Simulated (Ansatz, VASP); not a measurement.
**Al in VASP and in Ansatz**

Contents of INCAR:

```
ALGO = Normal
EDIFF = 1E-6
ENCUT = 520
GGA = CA
ISIF = 2
ISMEAR = -1
LASPH = T
LCHARG = F
LREAL = F
LWAVE = F
NBANDS = 8
NELM = 80
PREC = Accurate
SIGMA = 0.1
```

Contents of KPOINTS:

```
k-points
0
Gamma
  8 8 8
```

File POSCAR:

```
Al
1.0
    0.0000000000      1.9916090303      1.9916090303
    1.9916090303      0.0000000000      1.9916090303
    1.9916090303      1.9916090303      0.0000000000
Al
1
Direct
    0.0000000000      0.0000000000      0.0000000000
```

Input for Ansatz:

```yaml
crystal:
  lattice:
    - [0.0, 1.9916090303, 1.9916090303]
    - [1.9916090303, 0.0, 1.9916090303]
    - [1.9916090303, 1.9916090303, 0.0]
  atoms:
    - { symbol: Al, position: [0.0, 0.0, 0.0] }
hamiltonian:
  xc: lda
  pseudopotentials:
    kind: paw
    azcp:
      Al: "pseudopotentials/Al.paw.azcp"
basis:
  ecutwfc: 420
  fft_grid_basis: typed
kpoints:
  mp_grid: { grid: [8, 8, 8], shift: [0, 0, 0] }
magnetization:
  spin_polarized: false
scf:
  occupations: { method: fermi_dirac, width: 0.1 }
  lower_state_search: "off"
output:
  stress: true
  write_density: true
  write_potential: true
  elf: true
  volumetric_format: npy
```

Alike in both runs: task single point; functional LDA; k mesh 8 × 8 × 8; occupations fermi-dirac, width 0.1 eV; no spin polarisation.

|  | VASP | Ansatz |
| --- | --- | --- |
| version | VASP 6.6.1 | Ansatz 0.2.0 |
| potentials or method | VASP PAW LDA potentials, release 64 (Al), cutoff 520 eV | plane waves (420 eV) with PAW, scalar-relativistic |
| valence electrons in the cell | 3 | 3 |

|  | VASP | Ansatz | Ansatz less VASP |
| --- | --- | --- | --- |
| pressure (GPa) | 0.3 | 0.2 | -0.08 |

Ansatz warns that its potentials were made for another functional, while VASP's fit it. LDA's correlation is that of Perdew and Zunger in VASP and of Perdew and Wang (1992) in Ansatz.
